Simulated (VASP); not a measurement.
**MoS2: relaxation of cell and atoms with PBEsol**

MoS2:

```
Mo S
1.0
     1.57160    0.90737    6.22703
    -1.57160    0.90737    6.22703
     0.00000   -1.81473    6.22703
Mo S
1 2
Direct
  0.00000 0.00000 0.00000
  0.75007 0.75007 0.75007
  0.58323 0.58323 0.58323
```

```
Program                : VASP 6.6.1
Task                   : relaxation of cell and atoms
Functional             : PBEsol
Potentials or basis    : VASP PAW PBE potentials, release 64 (Mo_sv, S)
Cutoff                 : 600 eV
k mesh                 : 12 × 12 × 12
Occupations            : gaussian, width 0.02 eV
Spin                   : no spin polarisation
Dipole correction      : no
Further INCAR settings : ALGO = Normal; EDIFF = 1e-07; IBRION = 2; EDIFFG = -0.005; NSW = 100; ISIF = 3
```

```yaml
Relaxed_volume: 17.88 Å³/atom
Relaxed_cell: a = 6.526 Å, b = 6.526 Å, c = 6.526 Å, α = 27.87°, β = 27.87°, γ = 27.87°
Space_group_after_relaxing_to_0.1_Å: R3m (No. 160)
Energy_gained_by_relaxing: 0.1 meV/atom
Ionic_steps: 16
Pressure_after_relaxing: 0.0 GPa
Band_gap_on_the_k_mesh: 1.01 eV (least direct gap 1.80 eV)
```

The path:
```csv
step,energy change (eV),largest force (eV/Å),pressure (GPa),volume (Å³)
1,0.0000,0.0149,0.01,53.28
2,0.0000,0.0062,0.05,53.29
3,0.0000,0.0099,0.10,53.31
4,0.0000,0.0095,0.09,53.31
5,0.0000,0.0086,0.07,53.33
6,-0.0001,0.0070,0.02,53.38
7,-0.0001,0.0071,-0.07,53.47
8,-0.0001,0.0026,-0.05,53.49
9,-0.0002,0.0113,-0.02,53.54
10,-0.0001,0.0390,0.06,53.64
11,-0.0002,0.0218,0.01,53.58
12,-0.0002,0.0035,0.03,53.60
13,-0.0002,0.0037,0.03,53.61
14,-0.0002,0.0064,-0.01,53.63
15,-0.0002,0.0071,-0.01,53.63
16,-0.0002,0.0013,0.00,53.64
```

Final structure:
```yaml
crystal:
  lattice:
    - [1.57167, 0.90740, 6.26856]
    - [-1.57167, 0.90740, 6.26856]
    - [0.00000, -1.81481, 6.26856]
  atoms:
    - { symbol: Mo, position: [0.00000, 0.00000, 0.00000] }
    - { symbol: S, position: [0.74949, 0.74949, 0.74949] }
    - { symbol: S, position: [0.58381, 0.58381, 0.58381] }
```

Levels at points of the mesh, in eV from the valence-band top:
```csv
k point,band 11,band 12,band 13,band 14,band 15,band 16
"(0.00, 0.00, 0.00)",-2.10,-1.31,-1.16,2.23,2.23,2.59
"(0.50, 0.00, 0.00)",-2.32,-1.44,-1.38,1.80,2.19,3.58
"(0.50, 0.50, 0.00)",-2.83,-1.59,-1.21,1.77,2.33,3.13
"(0.50, 0.50, 0.50)",-2.07,-2.07,0.00,2.30,2.30,2.49
```

Wall time 52 min on 1 thread of Intel(R) Xeon(R) 6975P-C (Granite Rapids), with other jobs on the host, peak memory 0.62 GiB.

Caveat: the PAW data sets were made with another functional, which shifts forces and pressure a little. As with any semilocal functional, this PBEsol gap is likely too small.
